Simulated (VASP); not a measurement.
Yb:

```xyz
2
Lattice="3.8799 0.0000 0.0000 -1.9399 3.3601 0.0000 0.0000 0.0000 6.3859" Properties=species:S:1:pos:R:3 pbc="T T T"
Yb    0.0000    2.2401    1.5965
Yb    1.9399    1.1200    4.7894
```

This isn't the form of Yb at room conditions, which is fcc.

Base run:

```yaml
Program: VASP 6.6.1
Functional: PBEsol
Potentials_or_basis: VASP PAW PBE potentials, release 64 (Yb)
Cutoff: 520 eV
k_mesh: 11 × 11 × 6
Occupations: fermi-dirac, width 0.03 eV
Spin: no spin polarisation
```

Its results: band gap on the k mesh zero (bands 24 and 25 overlap by 0.12 eV); pressure -3.5 GPa.

Question: The run is repeated on the same cell with these changes: functional from PBEsol to r2SCAN. What comes out?

Answer: Band gap on the k mesh zero (bands 24 and 25 overlap by 0.19 eV); pressure -2.8 GPa.

Caveats: the PAW data sets were made with another functional, which shifts forces and pressure a little; spin-orbit coupling is left out, which moves the levels of the heavy elements; the cell stands under tension (at least some runs).
